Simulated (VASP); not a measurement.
Write the native input for VASP 6.6.1 that does the following.

| Item | Value |
| --- | --- |
| Task | single point |
| Functional | PBEsol |
| Potentials or basis | VASP PAW PBE potentials, release 64 (La) |
| Cutoff | 520 eV |
| k mesh | 13 × 13 × 1 |
| Occupations | fermi-dirac, width 0.08 eV |
| Spin | no spin polarisation |
| Dipole correction | yes |
| k mesh for the DOS | 20 × 20 × 1 |
| Occupations for the DOS | tetrahedron |
| Further INCAR settings | ALGO = Normal; EDIFF = 1e-06; NBANDS = 30 |

The system is La, a slab with vacuum.

```
CELL_PARAMETERS angstrom
3.65199 0.00000 0.00000
-1.82599 3.16271 0.00000
0.00000 0.00000 24.98680
ATOMIC_POSITIONS crystal
La 0.83333 0.16667 0.32017
La 0.16667 0.83333 0.44006
La 0.83333 0.16667 0.55994
La 0.16667 0.83333 0.67983
```

These files were run (other wordings do the same):

POSCAR

```
La
1.0
    3.6519883490      0.0000000000      0.0000000000
   -1.8259941745      3.1627146845      0.0000000000
    0.0000000000      0.0000000000     24.9868000000
La
4
Direct
    0.8333333330      0.1666666670      0.3201685466
    0.1666666670      0.8333333330      0.4400561825
    0.8333333330      0.1666666670      0.5599438175
    0.1666666670      0.8333333330      0.6798314534
```

INCAR.step1

```
ALGO = Normal ; DIPOL = 0.5 0.5 0.500
EDIFF = 1E-6 ; ENCUT = 520
GGA = PS ; IDIPOL = 3
ISIF = 2 ; ISMEAR = -1
LASPH = T ; LCHARG = T
LDIPOL = T ; LMAXMIX = 6
LREAL = F ; LWAVE = F
NBANDS = 30 ; NELM = 100
PREC = Accurate ; SIGMA = 0.08
```

KPOINTS.step1

```
k-points
0
Gamma
  13 13 1
```

INCAR.step2

```
ALGO = Normal ; DIPOL = 0.5 0.5 0.500
EDIFF = 1E-6 ; ENCUT = 520
GGA = PS ; ICHARG = 11
IDIPOL = 3 ; ISIF = 2
ISMEAR = -5 ; LASPH = T
LCHARG = F ; LDIPOL = T
LMAXMIX = 6 ; LORBIT = 10
LREAL = F ; LWAVE = F
NBANDS = 30 ; NEDOS = 1001
NELM = 100 ; PREC = Accurate
SIGMA = 0.08
```

KPOINTS.step2

```
k-points
0
Gamma
  20 20 1
```

Potentials or basis: VASP PAW PBE potentials, release 64 (La).

The run is started by

```sh
$ cat potpaw_PBE.64/La/POTCAR > POTCAR
$ cp INCAR.step1 INCAR
$ cp KPOINTS.step1 KPOINTS
$ mpirun -np 1 vasp_std > vasp.out
$ cp INCAR.step2 INCAR
$ cp KPOINTS.step2 KPOINTS
$ mpirun -np 1 vasp_std > vasp.out
```

It gave:

The valence electrons inside the program's atomic spheres are La 8.61, 8.67 (each value once).

It took 12 min on 1 thread of Intel(R) Xeon(R) 6975P-C (Granite Rapids), with other jobs on the host, peak memory 0.56 GiB.
